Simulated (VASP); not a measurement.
The system is SrO.

```xyz
2
Lattice="0.0000 2.5139 2.5139 2.5139 0.0000 2.5139 2.5139 2.5139 0.0000" Properties=species:S:1:pos:R:3 pbc="T T T"
Sr    2.5139    2.5139    2.5139
O     0.0000    0.0000    0.0000
```

Program: VASP 6.6.1. Alike in all runs: task single point; no spin polarisation; cell as given; k mesh 9 × 9 × 9; cutoff (eV) 520; smearing fermi-dirac 0.05 eV.

Order these runs on this cell by their pressure, lowest first.
A. level BLYP+D4; potentials or basis VASP PAW PBE potentials, release 64 (Sr_sv, O)
B. level RPBE; potentials or basis VASP PAW PBE potentials, release 64 (Sr_sv, O)
C. level PBEsol; potentials or basis VASP PAW PBE potentials, release 64 (Sr_sv, O)
D. level r2SCAN+rVV10; potentials or basis VASP PAW PBE potentials, release 64 (Sr_sv, O)
E. level LDA; potentials or basis VASP PAW LDA potentials, release 64 (Sr_sv, O)

E (3.3 GPa), C (6.8 GPa), D (8.4 GPa), A (10.8 GPa), B (14.5 GPa).

Caveats: the PAW data sets were made with another functional, which shifts forces and pressure a little (some runs).
